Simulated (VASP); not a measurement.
Write the native input for VASP 6.6.1 that does the following.

```yaml
Task: single point
Functional: PBEsol
Potentials_or_basis: VASP PAW PBE potentials, release 64 (Si, W_sv)
Cutoff: 520 eV
k_mesh: 20 × 20 × 20
Occupations: gaussian, width 0.15 eV
Spin: no spin polarisation
Dipole_correction: no
Further_INCAR_settings: ALGO = Normal; EDIFF = 1e-07; NBANDS = 18
```

The structure of Si2W lies in POSCAR:

```
Si2W
1.0
   -1.6412810256      1.6412810256      3.9078662644
    1.6412810256     -1.6412810256      3.9078662644
    1.6412810256      1.6412810256     -3.9078662644
Si W
2 1
Direct
    0.3344989450      0.3344989450      0.0000000000
    0.6655010550      0.6655010550      0.0000000000
    0.0000000000      0.0000000000      0.0000000000
```

This cell differs from its parent crystal: strain +0.025 along x and y, +0.000 along z.

These files were run (other wordings do the same):

INCAR

```
SYSTEM = Si2W
PREC = Accurate ; ENCUT = 520
EDIFF = 1E-7 ; ISMEAR = 0
SIGMA = 0.15 ; LREAL = .FALSE.
LASPH = .TRUE. ; NELM = 80
ALGO = Normal ; ISIF = 2
LWAVE = .FALSE. ; LCHARG = .TRUE.
GGA = PS ; LELF = .TRUE.
LVHAR = .TRUE. ; NBANDS = 18
```

KPOINTS

```
regular mesh
0
G
  20 20 20
  0 0 0
```

Potentials or basis: VASP PAW PBE potentials, release 64 (Si, W_sv).

Launch:

```console
$ cat potpaw_PBE.64/Si/POTCAR potpaw_PBE.64/W_sv/POTCAR > POTCAR
$ mpirun -np 1 vasp_std > vasp.out
```

Results of the run:

```yaml
Pressure: -9.6 GPa
Largest_force: 0.101 eV/Å
Band_gap_on_the_k_mesh: zero (band 11 reaches 11.85 eV, above the bottom of band 12 at 10.77 eV)
```

Caveat: the cell differs from its parent crystal (strain +0.025 along x and y, +0.000 along z); the PAW data sets were made with another functional, which shifts forces and pressure a little; spin-orbit coupling is left out, which moves the levels of the heavy elements.

Wall time 7.8 min on 1 thread of AMD EPYC 9R45 96-Core Processor (Zen 5), on a shared host, peak memory 0.54 GiB.
